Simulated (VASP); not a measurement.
A run of VASP 6.6.1:

File INCAR:

```
PREC = Accurate
ENCUT = 520
EDIFF = 1E-7
ISMEAR = 0
SIGMA = 0.15
LREAL = False
LASPH = True
NELM = 60
ALGO = Normal
ISIF = 2
LWAVE = False
LCHARG = True
GGA = PE
LELF = True
LVHAR = True
NBANDS = 15
```

File KPOINTS:

```
Automatic mesh
0
Gamma
  18 18 18
```

POSCAR

```
TaN
1.0
    0.0000000000      2.0700500000      2.0700500000
    2.0700500000      0.0000000000      2.0700500000
    2.0700500000      2.0700500000      0.0000000000
Ta N
1 1
Direct
    0.5000000000      0.5000000000      0.5000000000
    0.0000000000      0.0000000000      0.0000000000
```

Potentials or basis: VASP PAW PBE potentials, release 64 (Ta_pv, N).

The run is started by

```console
$ cat potpaw_PBE.64/Ta_pv/POTCAR potpaw_PBE.64/N/POTCAR > POTCAR
$ mpirun -np 1 vasp_std > vasp.out
```

Hardware: 1 thread of Intel(R) Xeon(R) 6975P-C (Granite Rapids), with other jobs on the host.

Problem. How long does it take, and how much memory?

Solution. It took 26 s on 1 thread of Intel(R) Xeon(R) 6975P-C (Granite Rapids), with other jobs on the host, peak memory 0.19 GiB. Counts: scf iterations 14, k points 195.
